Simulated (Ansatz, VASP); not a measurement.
# CuOs2: VASP beside Ansatz

```
Cu Os
1.0
     3.62870    0.00000    0.00000
     0.00000    3.62870    0.00000
     0.00000    0.00000    5.53668
Cu Os
2 4
Direct
  0.00000 0.50000 0.70000
  0.50000 0.00000 0.30000
  0.00000 0.00000 0.00000
  0.50000 0.50000 0.00000
  0.00000 0.50000 0.27000
  0.50000 0.00000 0.73000
```

Alike in both runs: task single point; functional PBE; k mesh 6 × 6 × 4; occupations gaussian, width 0.1 eV; no spin polarisation.

|  | VASP | Ansatz |
| --- | --- | --- |
| version | VASP 6.6.1 | Ansatz 0.2.0 |
| potentials or method | VASP PAW PBE potentials, release 64 (Cu_sv_GW, Os_sv_GW), cutoff 820 eV | scalar-relativistic, plane waves, PAW |
| valence electrons in the cell | 102 | 102 |

VASP gave:

- gap on the k mesh at the Fermi level (eV): none
- rms of the force components (eV/Å): 3.499

Q: Estimate Ansatz's values.

A: gap on the k mesh at the Fermi level (eV): none; rms of the force components (eV/Å): 3.444.

Atom by atom the forces differ by 0.056 eV/Å (rms over components). A gap of «none» marks a metal or a gap that the smearing closes.

Neither program's run includes spin-orbit coupling.
